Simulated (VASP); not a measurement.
Set up this calculation in VASP 6.6.1, as the native input.

```yaml
Task: single point
Functional: PBE
Dispersion: D3(BJ)
Potentials_or_basis: VASP PAW PBE potentials, release 64 (Ge_d)
Cutoff: 520 eV
k_mesh: 9 × 9 × 1
Occupations: gaussian, width 0.1 eV
Spin: no spin polarisation
Dipole_correction: yes
Further_INCAR_settings: ALGO = Normal; EDIFF = 1e-06; NBANDS = 36
```

The structure of Ge lies in POSCAR:

```
Ge
1.0
    4.0226895311      0.0000000000      0.0000000000
   -2.0113447656      3.4837513255      0.0000000000
    0.0000000000      0.0000000000     18.8685220517
Ge
4
Direct
    0.3333333333      0.6666666667      0.2747571332
    0.6666666667      0.3333333333      0.2384924472
    0.0000000000      1.0000000000      0.5150653573
    0.3333333333      0.6666666667      0.4788006714
```

The input as run:

INCAR

```
SYSTEM = Ge
PREC = Accurate
ENCUT = 520
EDIFF = 1E-6
ISMEAR = 0
SIGMA = 0.1
LREAL = .False.
LASPH = .True.
NELM = 60
ALGO = Normal
ISIF = 2
LWAVE = .False.
LCHARG = .False.
LDIPOL = .True.
IDIPOL = 3
DIPOL = 0.5 0.5 0.377
GGA = PE
IVDW = 12
NBANDS = 36
```

KPOINTS

```
Automatic mesh
0
Gamma
  9 9 1
  0 0 0
```

Potentials or basis: VASP PAW PBE potentials, release 64 (Ge_d).

Launch:

```bash
$ cat potpaw_PBE.64/Ge_d/POTCAR > POTCAR
$ mpirun -np 1 vasp_std > vasp.out
```

It gave:

```json
{"Largest force": "0.275 eV/Å", "Band gap on the k mesh": "zero (filled and empty bands touch)", "Dispersion energy per atom": "-0.201 eV"}
```

It took 94 s on 1 thread of AMD EPYC 9R45 96-Core Processor (Zen 5), on a shared host, peak memory 0.35 GiB.
